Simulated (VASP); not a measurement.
# MgO (Fm-3m) in VASP: notebook

The runs below take MgO through phonons, with r2SCAN.

Program: VASP 6.6.1. These are calculated values, not measurements. Logs are shortened: lines on timing, memory, paths and dates and some standing lists are left out, and cuts for length are marked.

### Step 1. The cell of the first run

Symmetry: Fm-3m, No. 225, cubic system. Conventional cell: a = 4.204 Å, b = 4.204 Å, c = 4.204 Å, α = 90.00°, β = 90.00°, γ = 90.00°. Mg (site symmetry m-3m) has 6 O at 2.10 Å within 2.8 Å. O (site symmetry m-3m) has 6 Mg at 2.10 Å within 2.8 Å.

### Step 2. Phonons, r2SCAN

Input file INCAR:

```
ALGO     = Normal         # electronic algorithm
EDIFF    = 1E-8           # SCF threshold, eV
ENCUT    = 520            # plane-wave cutoff, eV
IBRION   = 6              # ionic algorithm
ISIF     = 2              # what is computed and relaxed
ISMEAR   = 0              # smearing method
LASPH    = True           # aspherical terms in the spheres
LCHARG   = True           # write CHGCAR
LMIXTAU  = True         
LREAL    = False          # projectors in reciprocal space
LWAVE    = False          # write WAVECAR
METAGGA  = R2SCAN         # meta-GGA
NELM     = 100            # most SCF steps
NFREE    = 2            
NSW      = 1              # ionic steps
POTIM    = 0.015          # step
PREC     = Accurate       # precision mode
SIGMA    = 0.01           # smearing width, eV
```

Input file KPOINTS:

```
k-points
0
Gamma
  8 8 8
```

Input file POSCAR:

```
MgO
1.0
    0.0000000000      2.1021619042      2.1021619042
    2.1021619042      0.0000000000      2.1021619042
    2.1021619042      2.1021619042      0.0000000000
Mg O
1 1
Direct
    0.0000000000      0.0000000000      0.0000000000
    0.5000000000      0.5000000000      0.5000000000
```

Potentials or basis: VASP PAW PBE potentials, release 64 (Mg, O).

Started as:

```bash
$ cat potpaw_PBE.64/Mg/POTCAR potpaw_PBE.64/O/POTCAR > POTCAR
$ mpirun -np 1 vasp_std > vasp.out
```

OUTCAR:

```text
EDIFF = 1E-8
   ENCUT = 520
   IBRION = 6
   ISIF = 2
   ISMEAR = 0
   LASPH = True
   LREAL = False
   METAGGA = R2SCAN
   NELM = 100
   NFREE = 2
   NSW = 1
   POTIM = 0.015
   PREC = Accurate

 ion  position               nearest neighbor table
   1  0.000  0.000  0.000-   2 2.10   2 2.10   2 2.10   2 2.10   2 2.10   2 2.10
   2  0.500  0.500  0.500-   1 2.10   1 2.10   1 2.10   1 2.10   1 2.10   1 2.10

  LATTYP: Found a face centered cubic cell.
 ALAT       =     4.2043238084

  Lattice vectors:

 A1 = (   0.0000000000,   2.1021619042,   2.1021619042)
 A2 = (   2.1021619042,   0.0000000000,   2.1021619042)
 A3 = (   2.1021619042,   2.1021619042,   0.0000000000)

Analysis of symmetry for initial positions (statically):
[... 33 lines left out ...]
                                     Primitive cell

  volume of cell :      18.5793

  direct lattice vectors                    reciprocal lattice vectors
     0.000000000  2.102161904  2.102161904    -0.237850376  0.237850376  0.237850376
     2.102161904  0.000000000  2.102161904     0.237850376 -0.237850376  0.237850376
     2.102161904  2.102161904  0.000000000     0.237850376  0.237850376 -0.237850376

  length of vectors
     2.972905875  2.972905875  2.972905875     0.411968936  0.411968936  0.411968936

  position of ions in fractional coordinates (direct lattice)
     0.000000000  0.000000000  0.000000000
     0.500000000  0.500000000  0.500000000

  ion indices of the primitive-cell ions
   primitive index   ion index
                 1           1
                 2           2

----------------------------------------------------------------------------------------

 KPOINTS: k-points

Automatic generation of k-mesh.
 Grid dimensions read from file:
 generate k-points for:    8    8    8

 Generating k-lattice:

  Cartesian coordinates                     Fractional coordinates (reciprocal lattice)
    -0.029731297  0.029731297  0.029731297     0.125000000  0.000000000  0.000000000
     0.029731297 -0.029731297  0.029731297     0.000000000  0.125000000  0.000000000
     0.029731297  0.029731297 -0.029731297     0.000000000  0.000000000  0.125000000

  Length of vectors
     0.051496117  0.051496117  0.051496117

[... 111 lines left out ...]
  Total       -0.1317892     -0.1317892     -0.1317892      0.0000000      0.0000000      0.0000000
  in kB      -11.3648052    -11.3648052    -11.3648052      0.0000000      0.0000000      0.0000000
  external PRESSURE =     -11.3648052 kB  Pullay stress =       0.0000000 kB
[... 131 lines left out ...]
--------------------------------------- Ionic step        5  -------------------------------------------

 number of electron       8.0000002 magnetization

 Free energy of the ion-electron system (eV)
  ---------------------------------------------------
  ext. energy  EPLUGINS =         0.00000000
  ---------------------------------------------------
  free energy    TOTEN  =       -16.16045117 eV

  energy without entropy =      -16.16045117  energy(sigma->0) =      -16.16045117

 E-fermi :   2.8673     XC(G=0): -11.6233

 val. band max:        2.8162076705   @ k =   0.0000   0.0000   0.0000
 cond. band min:       8.4760885776   @ k =   0.0000   0.0000   0.0000
 fundamental gap:      5.6598809071
 Fermi energy:         2.8673309346

 k-point     1 :       0.0000    0.0000    0.0000
  band No.  band energies     occupation
      1     -15.4125      2.00000
      2       2.8159      2.00000
      3       2.8162      2.00000
      4       2.8162      2.00000
      5       8.4761      0.00000
      6      19.6828      0.00000
      7      19.6832      0.00000
      8      19.6832      0.00000
[... 243 lines left out ...]
 k-point    24 :      -0.3750    0.2500    0.1250
  band No.  band energies     occupation
      1     -14.0033      2.00000
      2      -1.2021      2.00000
      3       0.8625      2.00000
      4       1.8031      2.00000
      5      13.4813      0.00000
      6      16.2023      0.00000
      7      17.5222      0.00000
      8      20.9891      0.00000

 [... further k-points ...]

------------------------ aborting loop because EDIFF is reached ----------------------------------------

  FORCE on cell =-STRESS in cart. coord.  units (eV):
  Direction    XX          YY          ZZ          XY          YZ          ZX
  --------------------------------------------------------------------------------------
  -------------------------------------------------------------------------------------
  Total       -0.1228321     -0.1324706     -0.1324706     -0.0000000      0.0000000      0.0000000
  in kB      -10.5923898    -11.4235634    -11.4235634     -0.0000000      0.0000000      0.0000000
  external PRESSURE =     -11.1465055 kB  Pullay stress =       0.0000000 kB
[... 17 lines left out ...]
  FREE ENERGIE OF THE ION-ELECTRON SYSTEM (eV)
  ---------------------------------------------------
  free  energy   TOTEN  =       -16.1604511734 eV

  energy  without entropy=      -16.1604511734  energy(sigma->0) =      -16.16045117

 INTERNAL STRAIN TENSORS FROM DISPLACED ATOMS
 ============================================

 INTERNAL STRAIN TENSOR FOR ION    1 for displacements in x,y,z  (eV/Angst):
          X           Y           Z          XY          YZ          ZX
  --------------------------------------------------------------------------------
  x     0.00000     0.00000     0.00000     0.00000     0.00000     0.00000
  y     0.00000     0.00000     0.00000     0.00000     0.00000     0.00000
  z     0.00000     0.00000     0.00000     0.00000     0.00000     0.00000

 INTERNAL STRAIN TENSOR FOR ION    2 for displacements in x,y,z  (eV/Angst):
          X           Y           Z          XY          YZ          ZX
  --------------------------------------------------------------------------------
  x     0.00000     0.00000     0.00000     0.00000     0.00000     0.00000
  y     0.00000     0.00000     0.00000     0.00000     0.00000     0.00000
  z     0.00000     0.00000     0.00000     0.00000     0.00000     0.00000

 Eigenvectors and eigenvalues of the dynamical matrix
 ----------------------------------------------------

   1 f  =   12.019287 THz    75.519411 2PiTHz  400.920276 cm-1    49.707757 meV
             X         Y         Z           dx          dy          dz
      0.000000  0.000000  0.000000     0.000000    0.625532    0.000000
      2.102162  2.102162  2.102162     0.000000   -0.780198    0.000000
[... 21 lines left out ...]
   6 f/i=    0.069883 THz     0.439088 2PiTHz    2.331048 cm-1     0.289013 meV
             X         Y         Z           dx          dy          dz
      0.000000  0.000000  0.000000     0.000000    0.000000    0.780198
      2.102162  2.102162  2.102162     0.000000    0.000000    0.625532

 ELASTIC MODULI CONTR FROM IONIC RELAXATION (kBar)
 Direction    XX          YY          ZZ          XY          YZ          ZX
 --------------------------------------------------------------------------------
 XX           0.0000      0.0000      0.0000      0.0000      0.0000      0.0000
 YY           0.0000      0.0000      0.0000      0.0000      0.0000      0.0000
 ZZ           0.0000      0.0000      0.0000      0.0000      0.0000      0.0000
 XY           0.0000      0.0000      0.0000      0.0000      0.0000      0.0000
 YZ           0.0000      0.0000      0.0000      0.0000      0.0000      0.0000
 ZX           0.0000      0.0000      0.0000      0.0000      0.0000      0.0000
 --------------------------------------------------------------------------------
```

Wall time 4.1 min (1 thread of Intel Xeon 8259CL, shared host); peak memory 0.16 GiB.

Results:

* Highest phonon frequency at Γ, LO-TO splitting left out: 401 cm⁻¹

Phonon frequencies in cm⁻¹ (negative: imaginary):
```tsv
q point	frequencies
(0.000, 0.000, 0.000)	-2 -2 -2 401 401 401
```

Caveat: the cell wasn't relaxed at this level first, which shifts response properties; the PAW data sets were made with another functional, which shifts forces and pressure a little.

### Step 3. Phonons, r2SCAN

This run uses another cell than the first one, of 9.37 Å³/atom, 1.009 times its volume.

Input file INCAR:

```
SYSTEM = MgO
ALGO = Normal
EDIFF = 1E-8
ENCUT = 520
IBRION = 6
ISIF = 2
ISMEAR = 0
LASPH = .TRUE.
LCHARG = .FALSE.
LMIXTAU = .TRUE.
LREAL = .FALSE.
LWAVE = .FALSE.
METAGGA = R2SCAN
NBANDS = 11
NELM = 60
NFREE = 2
NSW = 1
POTIM = 0.015
PREC = Accurate
SIGMA = 0.01
```

Input file KPOINTS:

```
k-points
0
G
  8 8 8
  0 0 0
```

Input file POSCAR:

```
MgO
1.0
    0.0000000000      2.1085000000      2.1085000000
    2.1085000000      0.0000000000      2.1085000000
    2.1085000000      2.1085000000      0.0000000000
Mg O
1 1
Direct
    0.0000000000      0.0000000000      0.0000000000
    0.5000000000      0.5000000000      0.5000000000
```

Potentials or basis: VASP PAW PBE potentials, release 64 (Mg, O).

Started as:

```bash
$ cat potpaw_PBE.64/Mg/POTCAR potpaw_PBE.64/O/POTCAR > POTCAR
$ mpirun -np 1 vasp_std > vasp.out
```

OUTCAR:

```text
SYSTEM = MgO
   EDIFF = 1E-8
   ENCUT = 520
   IBRION = 6
   ISIF = 2
   ISMEAR = 0
   LASPH = .TRUE.
   LREAL = .FALSE.
   METAGGA = R2SCAN
   NELM = 60
   NFREE = 2
   NSW = 1
   POTIM = 0.015
   PREC = Accurate

 ion  position               nearest neighbor table
   1  0.000  0.000  0.000-   2 2.11   2 2.11   2 2.11   2 2.11   2 2.11   2 2.11
   2  0.500  0.500  0.500-   1 2.11   1 2.11   1 2.11   1 2.11   1 2.11   1 2.11

  LATTYP: Found a face centered cubic cell.
 ALAT       =     4.2170000000

  Lattice vectors:

 A1 = (   0.0000000000,   2.1085000000,   2.1085000000)
 A2 = (   2.1085000000,   0.0000000000,   2.1085000000)
 A3 = (   2.1085000000,   2.1085000000,   0.0000000000)
[... 681 lines left out ...]
  -------------------------------------------------------------------------------------
  Total       -0.2967135     -0.3060815     -0.3060815      0.0000000     -0.0000000      0.0000000
  in kB      -25.3569529    -26.1575345    -26.1575345      0.0000000     -0.0000000      0.0000000
  external PRESSURE =     -25.8906740 kB  Pullay stress =       0.0000000 kB
[... 17 lines left out ...]
  FREE ENERGIE OF THE ION-ELECTRON SYSTEM (eV)
  ---------------------------------------------------
  free  energy   TOTEN  =       -16.1587430124 eV

  energy  without entropy=      -16.1587430124  energy(sigma->0) =      -16.15874301

 INTERNAL STRAIN TENSORS FROM DISPLACED ATOMS
 ============================================

 INTERNAL STRAIN TENSOR FOR ION    1 for displacements in x,y,z  (eV/Angst):
          X           Y           Z          XY          YZ          ZX
  --------------------------------------------------------------------------------
  x     0.00000     0.00000     0.00000     0.00000     0.00000     0.00000
  y     0.00000     0.00000     0.00000     0.00000     0.00000     0.00000
  z     0.00000     0.00000     0.00000     0.00000     0.00000     0.00000

 INTERNAL STRAIN TENSOR FOR ION    2 for displacements in x,y,z  (eV/Angst):
          X           Y           Z          XY          YZ          ZX
  --------------------------------------------------------------------------------
  x     0.00000     0.00000     0.00000     0.00000     0.00000     0.00000
  y     0.00000     0.00000     0.00000     0.00000     0.00000     0.00000
  z     0.00000     0.00000     0.00000     0.00000     0.00000     0.00000

 Eigenvectors and eigenvalues of the dynamical matrix
 ----------------------------------------------------

   1 f  =   11.758444 THz    73.880482 2PiTHz  392.219472 cm-1    48.628995 meV
             X         Y         Z           dx          dy          dz
      0.000000  0.000000  0.000000     0.000000    0.625621    0.000000
      2.108500  2.108500  2.108500     0.000000   -0.780127    0.000000
[... 21 lines left out ...]
   6 f/i=    0.067032 THz     0.421172 2PiTHz    2.235932 cm-1     0.277220 meV
             X         Y         Z           dx          dy          dz
      0.000000  0.000000  0.000000     0.000000    0.000000    0.780127
      2.108500  2.108500  2.108500     0.000000    0.000000    0.625621

 ELASTIC MODULI CONTR FROM IONIC RELAXATION (kBar)
 Direction    XX          YY          ZZ          XY          YZ          ZX
 --------------------------------------------------------------------------------
 XX           0.0000      0.0000      0.0000      0.0000      0.0000      0.0000
 YY           0.0000      0.0000      0.0000      0.0000      0.0000      0.0000
 ZZ           0.0000      0.0000      0.0000      0.0000      0.0000      0.0000
 XY           0.0000      0.0000      0.0000      0.0000      0.0000      0.0000
 YZ           0.0000      0.0000      0.0000      0.0000      0.0000      0.0000
 ZX           0.0000      0.0000      0.0000      0.0000      0.0000      0.0000
 --------------------------------------------------------------------------------
```

Run time: 4.2 min. Hardware: 1 thread of Intel Xeon 8259CL, shared host; peak memory 0.16 GiB.

What came out:

```yaml
Highest_phonon_frequency_at_Γ_LO-TO_splitting_left_out: 392 cm⁻¹
```

Phonon frequencies in cm⁻¹ (negative: imaginary):
```csv
q point,frequencies
"(0.000, 0.000, 0.000)",-2 -2 -2 392 392 392
```

Caveat: the cell wasn't relaxed at this level first, which shifts response properties; the PAW data sets were made with another functional, which shifts forces and pressure a little.
